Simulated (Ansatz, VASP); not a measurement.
**Ti: VASP beside Ansatz**

The input INCAR:

```
SYSTEM = Ti
ALGO = Normal
EDIFF = 1E-8
ENCUT = 520
GGA = PE
ISIF = 2
ISMEAR = -1
LASPH = .True.
LCHARG = .False.
LEFG = .True.
LREAL = .False.
LWAVE = .False.
NBANDS = 19
NELM = 60
PREC = Accurate
SIGMA = 0.05
```

Contents of KPOINTS:

```
k-points
0
Gamma
  11 11 11
  0 0 0
```

Contents of POSCAR:

```
Ti
1.0
    0.0000000000      2.8952245164      2.8952245164
    2.8952245164      0.0000000000      2.8952245164
    2.8952245164      2.8952245164      0.0000000000
Ti
2
Direct
    0.0000000000      0.0000000000      0.0000000000
    0.2500000000      0.2500000000      0.2500000000
```

Input for Ansatz:

```yaml
crystal:
  lattice:
    - [0.0, 2.8952245164, 2.8952245164]
    - [2.8952245164, 0.0, 2.8952245164]
    - [2.8952245164, 2.8952245164, 0.0]
  atoms:
    - { symbol: Ti, position: [0.0, 0.0, 0.0] }
    - { symbol: Ti, position: [0.25, 0.25, 0.25] }
kpoints:
  mp_grid: { grid: [11, 11, 11] }
scf:
  occupations: { method: fermi_dirac, width: 0.05 }
hamiltonian:
  xc: pbe
  pseudopotentials: { kind: paw }
output:
  forces: true
  stress: true
  eigenvalues: true
  efg: { contact_densities: true }
```

Change from the starting cell: volume scaled by 1.06, PAW files.

Alike in both runs: task electric field gradients; functional PBE; k mesh 11 × 11 × 11; occupations fermi-dirac, width 0.05 eV; no spin polarisation.

|  | VASP | Ansatz |
| --- | --- | --- |
| version | VASP 6.6.1 | Ansatz 0.2.0 |
| potentials or method | VASP PAW PBE potentials, release 64 (Ti_sv) | PAW with Ansatz's default frozen-core files, scalar-relativistic |
| plane-wave cutoff (eV) | 520 | 420 |
| valence electrons in the cell | 24 | 24 |

```tsv
	VASP	Ansatz	Ansatz less VASP
pressure (GPa)	-1.8	-1.9	-0.02
```
